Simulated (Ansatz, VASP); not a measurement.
**TiB in VASP and in Ansatz**

The input POSCAR:

```
TiB
1.0
    0.0000000000      2.1535250000      2.1535250000
    2.1535250000      0.0000000000      2.1535250000
    2.1535250000      2.1535250000      0.0000000000
Ti B
1 1
Direct
    0.7500000000      0.7500000000      0.7500000000
    0.0000000000      0.0000000000      0.0000000000
```

INCAR.step1

```
SYSTEM = TiB
ALGO     = Normal         ! electronic algorithm
EDIFF    = 1E-4           ! SCF threshold, eV
ENCUT    = 520            ! plane-wave cutoff, eV
GGA      = PE             ! functional
ISMEAR   = 0              ! smearing method
LASPH    = .True.         ! aspherical terms in the spheres
LCHARG   = .False.        ! write CHGCAR
LREAL    = .False.        ! projectors in reciprocal space
LWAVE    = .True.         ! write WAVECAR
NBANDS   = 14             ! bands
NELM     = 60             ! most SCF steps
PREC     = Accurate       ! precision mode
SIGMA    = 0.15           ! smearing width, eV
```

Contents of INCAR.step2:

```
SYSTEM = TiB
ALGO     = Normal         ! electronic algorithm
EDIFF    = 1E-7           ! SCF threshold, eV
ENCUT    = 520            ! plane-wave cutoff, eV
ISIF     = 2              ! what is computed and relaxed
ISMEAR   = 0              ! smearing method
ISTART   = 1            
LASPH    = .True.         ! aspherical terms in the spheres
LCHARG   = .False.        ! write CHGCAR
LMIXTAU  = .True.       
LREAL    = .False.        ! projectors in reciprocal space
LWAVE    = .False.        ! write WAVECAR
METAGGA  = R2SCAN         ! meta-GGA
NBANDS   = 14             ! bands
NELM     = 60             ! most SCF steps
PREC     = Accurate       ! precision mode
SIGMA    = 0.15           ! smearing width, eV
```

File KPOINTS:

```
k-points
0
Gamma
  20 20 20
  0 0 0
```

Input for Ansatz:

```yaml
crystal:
  lattice:
    - [0.0, 2.153525, 2.153525]
    - [2.153525, 0.0, 2.153525]
    - [2.153525, 2.153525, 0.0]
  atoms:
    - { symbol: Ti, position: [0.75, 0.75, 0.75] }
    - { symbol: B, position: [0.0, 0.0, 0.0] }
basis:
  ecutwfc: 500
kpoints:
  mp_grid: { grid: [20, 20, 20] }
hamiltonian:
  xc: r2scan
scf:
  occupations: { method: gaussian, width: 0.15 }
output:
  forces: true
  stress: true
  eigenvalues: true
```

Change from the starting cell: strain +0.025 along x and y, +0.025 along z, atoms carried along.

Alike in both runs: task single point; functional r2SCAN; k mesh 20 × 20 × 20; occupations gaussian, width 0.15 eV; no spin polarisation.

|  | VASP | Ansatz |
| --- | --- | --- |
| version | VASP 6.6.1 | Ansatz 0.2.0 |
| potentials or method | VASP PAW PBE potentials, release 64 (Ti_sv, B), cutoff 520 eV | scalar-relativistic, plane waves, PAW |
| valence electrons in the cell | 15 | 15 |

VASP gave:

* gap on the k mesh at the Fermi level (eV): none
* pressure (GPa): 91.9

**Question.** Estimate Ansatz's values.

**Answer.** gap on the k mesh at the Fermi level (eV): none; pressure (GPa): 91.1.

VASP's potentials were made for PBE, not for r2SCAN. A gap of «none» marks a metal or a gap that the smearing closes. Both programs put the cell under a high pressure, so it lies far from rest at this level.

Noted on VASP's run: the cell as given lies far from equilibrium.
